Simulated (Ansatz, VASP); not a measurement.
**Two plane-wave programs on LiH**

INCAR

```
SYSTEM = LiH
  PREC = Accurate
  ENCUT = 520
  EDIFF = 1E-6
  ISMEAR = -1
  SIGMA = 0.02
  LREAL = .False.
  LASPH = .True.
  NELM = 100
  ALGO = Normal
  ISIF = 2
  LWAVE = .False.
  LCHARG = .False.
  GGA = PE
  NBANDS = 9
```

The input KPOINTS:

```
regular mesh
0
Gamma
  10 10 10
  0 0 0
```

POSCAR

```
LiH
1.0
    0.0000000000      1.9271272157      1.9984726907
    1.9271272157      0.0000000000      1.9984726907
    1.9271272157      1.9271272157      0.0000000000
Li H
1 1
Direct
    0.0000000000      0.0000000000      0.0000000000
    0.5000000000      0.5000000000      0.5000000000
```

Input for Ansatz:

```yaml
crystal:
  lattice:
    - [0.0, 1.9271272157, 1.9984726907]
    - [1.9271272157, 0.0, 1.9984726907]
    - [1.9271272157, 1.9271272157, 0.0]
  atoms:
    - { symbol: Li, position: [0.0, 0.0, 0.0] }
    - { symbol: H, position: [0.5, 0.5, 0.5] }
kpoints:
  mp_grid: { grid: [10, 10, 10] }
  band_path:
    path:
      - [0.0, 0.0, 0.0]
      - [0.5, 0.0, 0.5]
      - [0.625, 0.25, 0.625]
      - [0.375, 0.375, 0.75]
      - [0.5, 0.5, 0.5]
      - [0.5, 0.25, 0.75]
      - [0.0, 0.5, 0.5]
      - [0.5, 0.5, 0.0]
    npoints: 1
hamiltonian:
  xc: pbe
scf:
  occupations: { method: fermi_dirac, width: 0.02 }
  n_extra_bands: 4
output:
  forces: true
  stress: true
  eigenvalues: true
```

Change from the starting cell: biaxial_xy strain -3.6%.

Alike in both runs: task single point; functional PBE; k mesh 10 × 10 × 10; occupations fermi-dirac, width 0.02 eV; no spin polarisation.

|  | VASP | Ansatz |
| --- | --- | --- |
| version | VASP 6.6.1 | Ansatz 0.2.0 |
| potentials or method | VASP PAW PBE potentials, release 64 (Li_sv, H) | plane waves, PAW |
| plane-wave cutoff (eV) | 520 | 420 |
| valence electrons in the cell | 4 | 4 |

|  | VASP | Ansatz | Ansatz less VASP |
| --- | --- | --- | --- |
| gap on the k mesh at the Fermi level (eV) | 2.48 | 2.49 | +0.006 |

Noted on VASP's run: the cutoff is short for stress, so the pressure is rough.
